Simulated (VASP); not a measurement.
Input of a VASP 6.6.1 run:

Contents of INCAR:

```
ALGO     = Normal         # electronic algorithm
EDIFF    = 1E-6           # SCF threshold, eV
ENCUT    = 600            # plane-wave cutoff, eV
GGA      = PE             # functional
GGA_COMPAT= F            
ISIF     = 2              # what is computed and relaxed
ISMEAR   = -1             # smearing method
ISPIN    = 2              # spin polarisation
LASPH    = T              # aspherical terms in the spheres
LCHARG   = F              # write CHGCAR
LMAXMIX  = 4              # l up to which the mixer works
LORBIT   = 11             # projections on sites
LREAL    = F              # projectors in reciprocal space
LWAVE    = F              # write WAVECAR
MAGMOM   = 2 1            # initial moments
NBANDS   = 26             # bands
NELM     = 200            # most SCF steps
PREC     = Accurate       # precision mode
SIGMA    = 0.05           # smearing width, eV
```

The input KPOINTS:

```
k-points
0
Gamma
  9 9 9
```

File POSCAR:

```
TiCo
1.0
    3.0254064304      0.0000000000      0.0000000000
    0.0000000000      3.0254064304      0.0000000000
    0.0000000000      0.0000000000      3.0254064304
Co Ti
1 1
Direct
    0.5000000000      0.5000000000      0.5000000000
    0.0000000000      0.0000000000      0.0000000000
```

Potentials or basis: VASP PAW PBE potentials, release 64 (Co_sv, Ti_sv).

Launch:

```sh
$ cat potpaw_PBE.64/Co_sv/POTCAR potpaw_PBE.64/Ti_sv/POTCAR > POTCAR
$ mpirun -np 1 vasp_std > vasp.out
```

Question: What does it give for the net moment?

Answer: 0.85 μB per cell.

Question: Estimate the pressure.

Answer: -7.8 GPa.

Question: Estimate the site moments.

Answer: Co +0.98; Ti -0.06 μB.
